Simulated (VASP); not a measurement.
# Ga3SbAs2 (P3m1) in VASP: further runs

Aim: see how the results for Ga3SbAs2 move with the level of theory and the settings. Levels: PBE, PBEsol. Tasks: single point.

All numbers are computed with VASP 6.6.1; they aren't measurements. Logs are shortened: lines on timing, memory, paths and dates and some standing lists are left out, and cuts for length are marked.

### Step 1. The cell of the first run

Symmetry: P3m1, No. 156, trigonal system. Conventional cell: a = 4.178 Å, b = 4.178 Å, c = 10.239 Å, α = 90.00°, β = 90.00°, γ = 120.00°. Within 3.3 Å of Ga (site symmetry 3m) lie 1 As at 2.48 Å and 3 Sb at 2.61 Å. Ga (site symmetry 3m) has 4 As at 2.50 to 2.54 Å within 3.3 Å. Ga (site symmetry 3m) has 3 As at 2.54 Å and 1 Sb at 2.68 Å within 3.4 Å. Sb (site symmetry 3m) has 4 Ga at 2.61 to 2.68 Å within 3.4 Å. As (site symmetry 3m) has 4 Ga at 2.48 to 2.54 Å within 3.3 Å. As (site symmetry 3m) has 4 Ga at 2.50 to 2.54 Å within 3.3 Å.

### Step 2. Single point, PBE

File INCAR:

```
PREC     = Accurate       # precision mode
ENCUT    = 520            # plane-wave cutoff, eV
EDIFF    = 1E-7           # SCF threshold, eV
ISMEAR   = 0              # smearing method
SIGMA    = 0.1            # smearing width, eV
LREAL    = False          # projectors in reciprocal space
LASPH    = True           # aspherical terms in the spheres
NELM     = 100            # most SCF steps
ALGO     = Normal         # electronic algorithm
ISIF     = 2              # what is computed and relaxed
LWAVE    = False          # write WAVECAR
LCHARG   = True           # write CHGCAR
GGA      = PE             # functional
LELF     = True           # ELF
LVHAR    = True         
NBANDS   = 36             # bands
```

File KPOINTS:

```
Automatic mesh
0
Gamma
  12 12 4
```

File POSCAR:

```
Ga3SbAs2
1.0
    4.1776494884      0.0000000000      0.0000000000
   -2.0888247442      3.6179505850      0.0000000000
    0.0000000000      0.0000000000     10.2389541514
Ga Sb As
3 1 2
Direct
    0.0000000000      0.0000000000      0.0137059193
    0.6666666667      0.3333333333      0.3330412313
    0.3333333333      0.6666666667      0.6541308693
    0.3333333333      0.6666666667      0.9162203772
    0.0000000000      0.0000000000      0.2560916271
    0.6666666667      0.3333333333      0.5768099757
```

Potentials or basis: VASP PAW PBE potentials, release 64 (Ga_d, Sb, As).

Started as:

```bash
$ cat potpaw_PBE.64/Ga_d/POTCAR potpaw_PBE.64/Sb/POTCAR potpaw_PBE.64/As/POTCAR > POTCAR
$ mpirun -np 1 vasp_std > vasp.out
```

OUTCAR:

```text
PREC = Accurate
   ENCUT = 520
   EDIFF = 1E-7
   ISMEAR = 0
   LREAL = False
   LASPH = True
   NELM = 100
   ISIF = 2
   GGA = PE

 ion  position               nearest neighbor table
   1  0.000  0.000  0.014-   5 2.48   4 2.61   4 2.61   4 2.61
   2  0.667  0.333  0.333-   6 2.50   5 2.54   5 2.54   5 2.54
   3  0.333  0.667  0.654-   6 2.54   6 2.54   6 2.54   4 2.68
   4  0.333  0.667  0.916-   1 2.61   1 2.61   1 2.61   3 2.68
   5  0.000  0.000  0.256-   1 2.48   2 2.54   2 2.54   2 2.54
   6  0.667  0.333  0.577-   2 2.50   3 2.54   3 2.54   3 2.54

  LATTYP: Found a hexagonal cell.
 ALAT       =     4.1776494884
 C/A-ratio  =     2.4508887545

  Lattice vectors:

 A1 = (   4.1776494884,   0.0000000000,   0.0000000000)
 A2 = (  -2.0888247442,   3.6179505850,   0.0000000000)
 A3 = (   0.0000000000,   0.0000000000,  10.2389541514)

Analysis of symmetry for initial positions (statically):
=====================================================================
 Subroutine PRICEL returns:
 Original cell was already a primitive cell.

 Routine SETGRP: Setting up the symmetry group for a
 hexagonal supercell.

 Subroutine GETGRP returns: Found  6 space group operations
 (whereof  6 operations were pure point group operations)
 out of a pool of 24 trial point group operations.

The static configuration has the point symmetry C_3v.

Analysis of symmetry for dynamics (positions and initial velocities):
=====================================================================
 Subroutine PRICEL returns:
 Original cell was already a primitive cell.

 Routine SETGRP: Setting up the symmetry group for a
 hexagonal supercell.

 Subroutine GETGRP returns: Found  6 space group operations
 (whereof  6 operations were pure point group operations)
 out of a pool of 24 trial point group operations.

The dynamic configuration has the point symmetry C_3v.

 Subroutine INISYM returns: Found  6 space group operations
 (whereof  6 operations are pure point group operations),
 and found     1 'primitive' translations

----------------------------------------------------------------------------------------

                                     Primitive cell

  volume of cell :     154.7570

  direct lattice vectors                    reciprocal lattice vectors
     4.177649488  0.000000000  0.000000000     0.239369053  0.138199787  0.000000000
    -2.088824744  3.617950585  0.000000000     0.000000000  0.276399574  0.000000000
     0.000000000  0.000000000 10.238954151     0.000000000  0.000000000  0.097666225

  length of vectors
     4.177649488  4.177649488 10.238954151     0.276399574  0.276399574  0.097666225

  position of ions in fractional coordinates (direct lattice)
     0.000000000  0.000000000  0.013705919
     0.666666667  0.333333333  0.333041231
     0.333333333  0.666666667  0.654130869
     0.333333333  0.666666667  0.916220377
     0.000000000  0.000000000  0.256091627
     0.666666667  0.333333333  0.576809976

  ion indices of the primitive-cell ions
   primitive index   ion index
                 1           1
                 2           2
                 3           3
                 4           4
                 5           5
                 6           6

----------------------------------------------------------------------------------------

 KPOINTS: Automatic mesh

Automatic generation of k-mesh.
 Grid dimensions read from file:
 generate k-points for:   12   12    4

 Generating k-lattice:

  Cartesian coordinates                     Fractional coordinates (reciprocal lattice)
     0.019947421  0.011516649  0.000000000     0.083333333 -0.000000000  0.000000000
     0.000000000  0.023033298  0.000000000     0.000000000  0.083333333  0.000000000
     0.000000000  0.000000000  0.024416556     0.000000000  0.000000000  0.250000000

  Length of vectors
     0.023033298  0.023033298  0.024416556

  Shift w.r.t. Gamma in fractional coordinates (k-lattice)
     0.000000000  0.000000000  0.000000000

 Subroutine IBZKPT returns following result:
 ===========================================

 Found     69 irreducible k-points:

 Following reciprocal coordinates:
            Coordinates               Weight
  0.000000  0.000000  0.000000      1.000000
  0.083333  0.000000  0.000000      6.000000
  0.166667  0.000000  0.000000      6.000000
  0.250000  0.000000  0.000000      6.000000
  0.333333  0.000000  0.000000      6.000000
  0.416667  0.000000  0.000000      6.000000
[... 16 lines left out ...]
  0.166667  0.000000  0.250000      6.000000
  0.000000  0.166667  0.250000      6.000000
 [... further k-points ...]
   k-points           NKPTS =     69   k-points in BZ     NKDIM =     69   number of bands    NBANDS=     36
   number of dos      NEDOS =    301   number of ions     NIONS =      6
   total plane-waves  NPLWV =  81920
   dimension x,y,z NGX =    32 NGY =   32 NGZ =   80
   dimension x,y,z NGXF=    64 NGYF=   64 NGZF=  160
   ions per type =               3   1   2
   NGX,Y,Z   is equivalent  to a cutoff of  12.73, 12.73, 12.99 a.u.
   NGXF,Y,Z  is equivalent  to a cutoff of  25.47, 25.47, 25.98 a.u.
 SYSTEM =  unknown system
   PREC   = accura    normal or accurate (medium, high low for compatibility)
   ISTART =      0    job   : 0-new  1-cont  2-samecut
   ICHARG =      2    charge: 1-file 2-atom 10-const
   ISPIN  =      1    spin polarized calculation?
   LNONCOLLINEAR =      F non collinear calculations
   LSORBIT =      F    spin-orbit coupling
   LASPH  =      T    aspherical Exc in radial PAW
   ENCUT  =  520.0 eV  38.22 Ry    6.18 a.u.   7.77  7.77 19.04*2*pi/ulx,y,z
   NELM   =    100;   NELMIN=  2; NELMDL= -5     # of ELM steps
   EDIFF  = 0.1E-06   stopping-criterion for ELM
   LREAL  =      F    real-space projection
   EDIFFG = 0.1E-05   stopping-criterion for IOM
   NSW    =      0    number of steps for IOM
   IBRION =     -1    ionic relax: 0-MD 1-quasi-New 2-CG
   NFREE  =      0    steps in history (QN), initial steepest desc. (CG)
   ISIF   =      2    stress and relaxation
   ISYM   =      2    0-nonsym 1-usesym 2-fastsym
   POTIM  = 0.5000    time-step for ionic-motion
   TEBEG  =    0.0;   TEEND  =   0.0 temperature during run
   PSTRESS=    0.0 pullay stress
   NELECT =      54.0000    total number of electrons
   NUPDOWN=      -1.0000    fix difference up-down
   EMIN   =  10.00;   EMAX   =-10.00  energy-range for DOS
   EFERMI =   0.00;   METHOD = LEGACY
   ISMEAR =     0;   SIGMA  =   0.10  broadening in eV -4-tet -1-fermi 0-gaus
   EFERMI_NEDOS =   21; number of points for ismear=-14 and -15
   IALGO  =     38    algorithm
   IMIX   =      4    mixing-type and parameters
     AMIX     =   0.40;   BMIX     =  1.00
     AMIX_MAG =   1.60;   BMIX_MAG =  1.00
  volume/ion in A,a.u.               =      25.79       174.06
  Fermi-wavevector in a.u.,A,eV,Ry     =   1.152540  2.177985 18.073278  1.328348
  Thomas-Fermi vector in A             =   2.289190
   LORBIT       =      0    0 simple, 1 ext, 2 COOP (PROOUT), +10 PAW based schemes
   GGA     = PE    functional components
   LHFCALC =     F    Hartree Fock is set to
   AEXX    =    0.0000 exact exchange contribution
   IVDW    =     0    specifies the selected vdW correction
   LEPSILON=     F    determine dielectric tensor
   LRPA    =     F    only Hartree local field effects (RPA)
 non-spin polarized calculation
 Gauss-broadening in eV      SIGMA  =   0.10
  energy-cutoff  :      520.00
  volume of cell :      154.76
 maximum number of plane-waves:      4209
 NGX is ok and might be reduce to    32
   NGX = 15   NGY = 15   NGZ = 39

 number of electron      54.0000000 magnetization

 Free energy of the ion-electron system (eV)
  ---------------------------------------------------
  ext. energy  EPLUGINS =         0.00000000
  ---------------------------------------------------
  free energy    TOTEN  =       -23.74374553 eV

  energy without entropy =      -23.74288506  energy(sigma->0) =      -23.74331529

 E-fermi :   4.1654     XC(G=0):  -9.1938

 val. band max:        4.1542931100   @ k =   0.0000   0.0000   0.0000
 cond. band min:       4.2145766391   @ k =   0.0000   0.0000   0.5000
 fundamental gap:      0.0602835291
 Fermi energy:         4.1654057686

 k-point     1 :       0.0000    0.0000    0.0000
  band No.  band energies     occupation
      1     -11.1129      2.00000
      2     -11.0756      2.00000
      3     -11.0748      2.00000
      4     -11.0748      2.00000
      5     -11.0412      2.00000
      6     -11.0412      2.00000
[... 28 lines left out ...]
     35       8.0763      0.00000
     36       8.2625      0.00000

 k-point     2 :       0.0833    0.0000    0.0000
  band No.  band energies     occupation
      1     -11.1145      2.00000
      2     -11.0783      2.00000
      3     -11.0737      2.00000
      4     -11.0726      2.00000
      5     -11.0422      2.00000
      6     -11.0399      2.00000
[... 28 lines left out ...]
     35       8.1419      0.00000
     36       8.2638      0.00000

 k-point     3 :       0.1667    0.0000    0.0000
  band No.  band energies     occupation
      1     -11.1194      2.00000
      2     -11.0802      2.00000
      3     -11.0729      2.00000
      4     -11.0706      2.00000
      5     -11.0433      2.00000
      6     -11.0364      2.00000
[... 28 lines left out ...]
     35       8.5267      0.00000
     36       8.5571      0.00000
[... 742 lines left out ...]
 k-point    23 :       0.1667    0.0000    0.2500
  band No.  band energies     occupation
      1     -11.1194      2.00000
      2     -11.0802      2.00000
      3     -11.0730      2.00000
      4     -11.0706      2.00000
      5     -11.0432      2.00000
      6     -11.0364      2.00000
[... 28 lines left out ...]
     35       8.4325      0.00000
     36       8.7896      0.00000

 k-point    24 :       0.0000    0.1667    0.2500
  band No.  band energies     occupation
      1     -11.1194      2.00000
      2     -11.0802      2.00000
      3     -11.0729      2.00000
      4     -11.0706      2.00000
      5     -11.0433      2.00000
      6     -11.0363      2.00000
[... 28 lines left out ...]
     35       8.4664      0.00000
     36       8.5018      0.00000

 [... further k-points ...]
[... 5 lines left out ...]
  --------------------------------------------------------------------------------------
  -------------------------------------------------------------------------------------
  Total        0.1175787      0.1175787      0.1383778      0.0000000      0.0000000     -0.0000000
  in kB        1.2172756      1.2172756      1.4326056      0.0000000      0.0000000     -0.0000000
  external PRESSURE =       1.2890523 kB  Pullay stress =       0.0000000 kB

 VOLUME and BASIS-vectors are now :
 -----------------------------------------------------------------------------
  energy-cutoff  :      520.00
  volume of cell :      154.76
      direct lattice vectors                 reciprocal lattice vectors
     4.177649488  0.000000000  0.000000000     0.239369053  0.138199787  0.000000000
    -2.088824744  3.617950585  0.000000000     0.000000000  0.276399574  0.000000000
     0.000000000  0.000000000 10.238954151     0.000000000  0.000000000  0.097666225

 POSITION                                       TOTAL-FORCE (eV/Angst)
 -----------------------------------------------------------------------------------
      0.00000      0.00000      0.14033         0.000000     -0.000000     -0.007757
      2.08882      1.20598      3.40999         0.000000     -0.000000     -0.003456
     -0.00000      2.41197      6.69762        -0.000000      0.000000      0.000627
     -0.00000      2.41197      9.38114         0.000000     -0.000000      0.002092
      0.00000      0.00000      2.62211         0.000000     -0.000000      0.004773
      2.08882      1.20598      5.90593         0.000000     -0.000000      0.003721
 -----------------------------------------------------------------------------------
    total drift:                                0.000003     -0.000002     -0.001262

  FREE ENERGIE OF THE ION-ELECTRON SYSTEM (eV)
  ---------------------------------------------------
  free  energy   TOTEN  =       -23.7437455276 eV

  energy  without entropy=      -23.7428850574  energy(sigma->0) =      -23.74331529
```

Run time: 6.7 min. Hardware: 1 thread of AMD EPYC 9R14 (Zen 4), shared host; peak memory 0.47 GiB.

Results:

```
Free energy            : -23.7437 eV
Pressure               : 0.1 GPa
Largest force          : 0.008 eV/Å
Band gap on the k mesh : zero (filled and empty bands touch)
```

Forces on the atoms (eV/Å):
```
Ga   0.000  0.000 -0.008
Ga   0.000  0.000 -0.003
Ga   0.000  0.000  0.001
Sb   0.000  0.000  0.002
As   0.000  0.000  0.005
As   0.000  0.000  0.004
```

Levels at points of the mesh, in eV from the Fermi level:
```csv
k point,band 25,band 26,band 27,band 28,band 29,band 30
"(0.00, 0.00, 0.00)",-0.68,-0.39,-0.01,-0.01,0.08,1.35
"(0.50, 0.00, 0.00)",-2.66,-2.06,-1.52,1.03,1.08,1.47
"(0.00, 0.00, 0.50)",-1.01,-0.14,-0.14,0.05,0.44,1.73
"(0.50, 0.00, 0.50)",-2.38,-1.41,-1.27,0.27,1.16,1.59
```

Caveat: spin-orbit coupling is left out, which moves the levels of the heavy elements.

(Part 1 of 2 ends here.)
